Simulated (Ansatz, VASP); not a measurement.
**Two plane-wave programs on Ca2Zr2N**

The input INCAR:

```
SYSTEM = Ca2Zr2N
PREC = Accurate ; ENCUT = 520
EDIFF = 1E-6 ; ISMEAR = 0
SIGMA = 0.1 ; LREAL = .False.
LASPH = .True. ; NELM = 80
ALGO = Normal ; ISIF = 2
LWAVE = .False. ; LCHARG = .False.
GGA = PE ; NBANDS = 32
```

KPOINTS

```
Automatic mesh
0
Gamma
  6 6 4
  0 0 0
```

The input POSCAR:

```
Ca2Zr2N
1.0
    4.0284186100      0.0000000000      0.0000000000
   -2.0142093000      3.4887128500      0.0000000000
    0.0000000000      0.0000000000      6.7392016900
Ca Zr N
2 2 1
Direct
    0.0000000000      0.0000000000      0.7465140600
    0.0000000000      0.0000000000      0.2534859400
    0.3333333300      0.6666666700      0.5000000000
    0.6666666700      0.3333333300      0.5000000000
    0.0000000000      0.0000000000      0.5000000000
```

Input for Ansatz:

```yaml
crystal:
  lattice:
    - [4.02841861, 0.0, 0.0]
    - [-2.0142093, 3.48871285, 0.0]
    - [0.0, 0.0, 6.73920169]
  atoms:
    - { symbol: Ca, position: [0.0, 0.0, 0.74651406] }
    - { symbol: Ca, position: [0.0, 0.0, 0.25348594] }
    - { symbol: Zr, position: [0.33333333, 0.66666667, 0.5] }
    - { symbol: Zr, position: [0.66666667, 0.33333333, 0.5] }
    - { symbol: "N", position: [0.0, 0.0, 0.5] }
basis:
  ecutwfc: 420
kpoints:
  mp_grid: { grid: [6, 6, 4] }
hamiltonian:
  xc: pbe
scf:
  occupations: { method: gaussian, width: 0.1 }
  lower_state_search: "off"
output:
  forces: true
  stress: true
  eigenvalues: true
```

Alike in both runs: task single point; functional PBE; k mesh 6 × 6 × 4; occupations gaussian, width 0.1 eV; no spin polarisation.

```csv
,VASP,Ansatz
version,VASP 6.6.1,Ansatz 0.2.0
potentials or method,"VASP PAW PBE potentials, release 64 (Ca_sv, Zr_sv, N), cutoff 520 eV","scalar-relativistic, plane waves, PAW"
valence electrons in the cell,49,49
```

Ansatz gave:

* gap on the k mesh at the Fermi level (eV): none
* rms of the force components (eV/Å): 6.927

**Question.** What did VASP give for the same quantities?

**Answer.** gap on the k mesh at the Fermi level (eV): none; rms of the force components (eV/Å): 7.128.

Atom by atom the forces differ by 0.201 eV/Å (rms over components). A gap of «none» marks a metal or a gap that the smearing closes. The functional is the same, so the differences come from potentials, cutoffs and numerics.
